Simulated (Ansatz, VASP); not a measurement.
Ga in VASP and in Ansatz

```
Ga
1.0
    -1.69835    1.69835    1.69835
     1.69835   -1.69835    1.69835
     1.69835    1.69835   -1.69835
Ga
1
Direct
  0.00000 0.00000 0.00000
```

Alike in both runs: task single point; functional PBE; k mesh 8 × 8 × 8; occupations gaussian, width 0.05 eV; no spin polarisation.

|  | VASP | Ansatz |
| --- | --- | --- |
| version | VASP 6.6.1 | Ansatz 0.2.0 |
| potentials or method | VASP PAW PBE potentials, release 64 (Ga_d), cutoff 520 eV | scalar-relativistic, plane waves, PAW |
| valence electrons in the cell | 13 | 13 |

Ansatz gave:

- pressure (GPa): -0.8

Q: What did VASP give for the same quantities?

A: Pressure (GPa): -0.7.
